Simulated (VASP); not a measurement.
Input of a VASP 6.6.1 run:

POSCAR

```
KCl
1.0
    0.0000000000      3.5072828382      3.5072828382
    3.5072828382      0.0000000000      3.5072828382
    3.5072828382      3.5072828382      0.0000000000
K Cl
1 1
Direct
    0.0000000000      0.0000000000      0.0000000000
    0.2500000000      0.2500000000      0.2500000000
```

The input INCAR.step1:

```
PREC     = Accurate       # precision mode
ENCUT    = 520            # plane-wave cutoff, eV
ISMEAR   = -1             # smearing method
SIGMA    = 0.02           # smearing width, eV
LREAL    = F              # projectors in reciprocal space
LASPH    = T              # aspherical terms in the spheres
NELM     = 60             # most SCF steps
NBANDS   = 15             # bands
GGA      = PE             # functional
ALGO     = Normal         # electronic algorithm
EDIFF    = 1E-4           # SCF threshold, eV
LWAVE    = T              # write WAVECAR
LCHARG   = F              # write CHGCAR
```

INCAR.step2

```
PREC     = Accurate       # precision mode
ENCUT    = 520            # plane-wave cutoff, eV
EDIFF    = 1E-6           # SCF threshold, eV
ISMEAR   = -1             # smearing method
SIGMA    = 0.02           # smearing width, eV
LREAL    = F              # projectors in reciprocal space
LASPH    = T              # aspherical terms in the spheres
NELM     = 60             # most SCF steps
ALGO     = Normal         # electronic algorithm
ISIF     = 2              # what is computed and relaxed
LWAVE    = F              # write WAVECAR
LCHARG   = F              # write CHGCAR
METAGGA  = R2SCAN         # meta-GGA
LMIXTAU  = T            
NBANDS   = 15             # bands
ISTART   = 1
```

Contents of KPOINTS:

```
regular mesh
0
Gamma
  6 6 6
```

Potentials or basis: VASP PAW PBE potentials, release 64 (K_sv, Cl).

Run with:

```sh
$ cat potpaw_PBE.64/K_sv/POTCAR potpaw_PBE.64/Cl/POTCAR > POTCAR
$ cp INCAR.step1 INCAR
$ mpirun -np 1 vasp_std > vasp.out
$ cp INCAR.step2 INCAR
$ mpirun -np 1 vasp_std > vasp.out
```

Problem. Predict the band gap on the k mesh.

Solution. 5.35 eV (least direct gap 5.39 eV).

Problem. What does it give for the pressure?

Solution. 0.0 GPa.

Caveat: the structure was generated, so it needn't be the stable form of KCl; the PAW data sets were made with another functional, which shifts forces and pressure a little. A k mesh can miss the band edges.
